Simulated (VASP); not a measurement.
Runs of VASP 6.6.1 on Tc. The structure is that of space group Fm-3m (No. 225), or close to it. The cells are those of the table. 

```csv
task,level,spin,U,cell,gap on the mesh (eV),pressure (GPa)
single point,PBE,off,-,"a = 2.803 Å, angles 60.0°, 1 atom",none,-18.4
single point,PBE,off,-,"a = 2.711 Å, angles 60.0°, 1 atom",none,8.7
single point,PBE,off,-,"a = 2.735 Å, angles 60.0°, 1 atom",none,(a)
single point,PBE,off,-,"a = 2.781 Å, angles 60.0°, 1 atom",none,-13.1
electric field gradients,PBE,off,-,"a = 2.803 Å, angles 60.0°, 1 atom",none,-18.5
electric field gradients,PBE,off,-,"a = 2.711 Å, angles 60.0°, 1 atom",none,8.7
single point,PBE+U,off,Tc d U = 3.0 eV,"a = 2.758 Å, angles 60.0°, 1 atom",none,(b)
single point,PBE,"non-collinear, zero start, SOC",-,"a = 2.758 Å, angles 60.0°, 1 atom",-,-6.6
single point,PBE,off,-,"a = 2.758 Å, angles 60.0°, 1 atom",none,-6.8
electric field gradients,PBE,off,-,"a = 2.758 Å, angles 60.0°, 1 atom",none,-6.8
single point,PBE,off,-,"a = 2.814 Å, angles 57.4°, 1 atom",none,-5.6
```

Alike in all rows: potentials or basis VASP PAW PBE potentials, release 64 (Tc_pv); k mesh 18 × 18 × 18; cutoff (eV) 520; smearing fermi-dirac 0.03 eV.

Fill in the values left out.

(a) 0.4; (b) -7.3.

Caveats: U without spin polarisation on a metal has little footing (some runs); the U is typed as a test and isn't derived for this compound (some runs).

A k mesh can miss the band edges, and rows without SOC leave out spin-orbit coupling on Tc.

A gap of «none» marks levels without a gap at the run's occupations.
